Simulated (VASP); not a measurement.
A run of VASP 6.6.1 is set up as follows.

The input INCAR:

```
PREC = Accurate
ENCUT = 600
EDIFF = 1E-7
ISMEAR = -1
SIGMA = 0.03
LREAL = F
LASPH = T
NELM = 60
ALGO = Normal
ISIF = 3
LWAVE = F
LCHARG = F
GGA = PS
IBRION = 2
NSW = 100
EDIFFG = -0.01
```

Contents of KPOINTS:

```
Automatic mesh
0
Gamma
  6 6 6
```

File POSCAR:

```
KI
1.0
    4.4631892000      0.0000000000      0.0000000000
    0.0000000000      4.4631892000      0.0000000000
    0.0000000000      0.0000000000      4.4631892000
K I
1 1
Direct
    0.0000000000      0.0000000000      0.0000000000
    0.5000000000      0.5000000000      0.5000000000
```

Potentials or basis: VASP PAW PBE potentials, release 64 (K_sv, I).

Command:

```sh
$ cat potpaw_PBE.64/K_sv/POTCAR potpaw_PBE.64/I/POTCAR > POTCAR
$ mpirun -np 1 vasp_std > vasp.out
```

**Question.** Predict the relaxed cell.

**Answer.** a = 4.229 Å, b = 4.229 Å, c = 4.229 Å, α = 90.00°, β = 90.00°, γ = 90.00°.

**Question.** Estimate the space group after relaxing (to 0.1 Å).

**Answer.** Pm-3m (No. 221).

**Question.** Predict the relaxed volume.

**Answer.** 37.82 Å³/atom.

Final structure:
```cif
data_structure
_symmetry_space_group_name_H-M 'P 1'
_symmetry_Int_Tables_number 1
_cell_length_a 4.2291
_cell_length_b 4.2291
_cell_length_c 4.2291
_cell_angle_alpha 90.000
_cell_angle_beta 90.000
_cell_angle_gamma 90.000
_cell_volume 75.64
loop_
_atom_site_label
_atom_site_type_symbol
_atom_site_fract_x
_atom_site_fract_y
_atom_site_fract_z
_atom_site_occupancy
K1 K 0.00000 0.00000 0.00000 1
I1 I 0.50000 0.50000 0.50000 1
```

Caveat: the PAW data sets were made with another functional, which shifts forces and pressure a little.
